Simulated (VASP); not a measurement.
Wanted: the native input for a VASP 6.6.1 run.

```
Task                   : single point
Functional             : r2SCAN
Potentials or basis    : VASP PAW PBE potentials, release 64 (Zn, Se)
Cutoff                 : 520 eV
k mesh                 : 8 × 8 × 8
Occupations            : gaussian, width 0.05 eV
Spin                   : no spin polarisation
Dipole correction      : no
Further INCAR settings : ALGO = Normal; EDIFF = 1e-07; NBANDS = 16
```

The system is ZnSe.

```
Zn Se
1.0
     0.00000    2.83271    2.83271
     2.83271    0.00000    2.83271
     2.83271    2.83271    0.00000
Zn Se
1 1
Direct
  0.00000 0.00000 0.00000
  0.75000 0.75000 0.75000
```

One way to write it, as run:

POSCAR

```
ZnSe
1.0
    0.0000000000      2.8327089320      2.8327089320
    2.8327089320      0.0000000000      2.8327089320
    2.8327089320      2.8327089320      0.0000000000
Zn Se
1 1
Direct
    0.0000000000      0.0000000000      0.0000000000
    0.7500000000      0.7500000000      0.7500000000
```

INCAR.step1

```
ALGO     = Normal         # electronic algorithm
EDIFF    = 1E-4           # SCF threshold, eV
ENCUT    = 520            # plane-wave cutoff, eV
GGA      = PE             # functional
ISMEAR   = 0              # smearing method
LASPH    = True           # aspherical terms in the spheres
LCHARG   = False          # write CHGCAR
LREAL    = False          # projectors in reciprocal space
LWAVE    = True           # write WAVECAR
NBANDS   = 16             # bands
NELM     = 80             # most SCF steps
PREC     = Accurate       # precision mode
SIGMA    = 0.05           # smearing width, eV
```

INCAR.step2

```
ALGO     = Normal         # electronic algorithm
EDIFF    = 1E-7           # SCF threshold, eV
ENCUT    = 520            # plane-wave cutoff, eV
ISIF     = 2              # what is computed and relaxed
ISMEAR   = 0              # smearing method
ISTART   = 1            
LASPH    = True           # aspherical terms in the spheres
LCHARG   = False          # write CHGCAR
LMIXTAU  = True         
LREAL    = False          # projectors in reciprocal space
LWAVE    = False          # write WAVECAR
METAGGA  = R2SCAN         # meta-GGA
NBANDS   = 16             # bands
NELM     = 80             # most SCF steps
PREC     = Accurate       # precision mode
SIGMA    = 0.05           # smearing width, eV
```

KPOINTS

```
k-points
0
Gamma
  8 8 8
```

Potentials or basis: VASP PAW PBE potentials, release 64 (Zn, Se).

The run is started by

```console
$ cat potpaw_PBE.64/Zn/POTCAR potpaw_PBE.64/Se/POTCAR > POTCAR
$ cp INCAR.step1 INCAR
$ mpirun -np 1 vasp_std > vasp.out
$ cp INCAR.step2 INCAR
$ mpirun -np 1 vasp_std > vasp.out
```

It gave:

| Property | Result |
| --- | --- |
| Pressure | 0.1 GPa |
| Band gap on the k mesh | 1.87 eV, direct |

Caveat: the PAW data sets were made with another functional, which shifts forces and pressure a little.

Run time: 91 s on 1 thread of Intel(R) Xeon(R) Platinum 8488C (Sapphire Rapids) (shared host), peak memory 0.18 GiB.
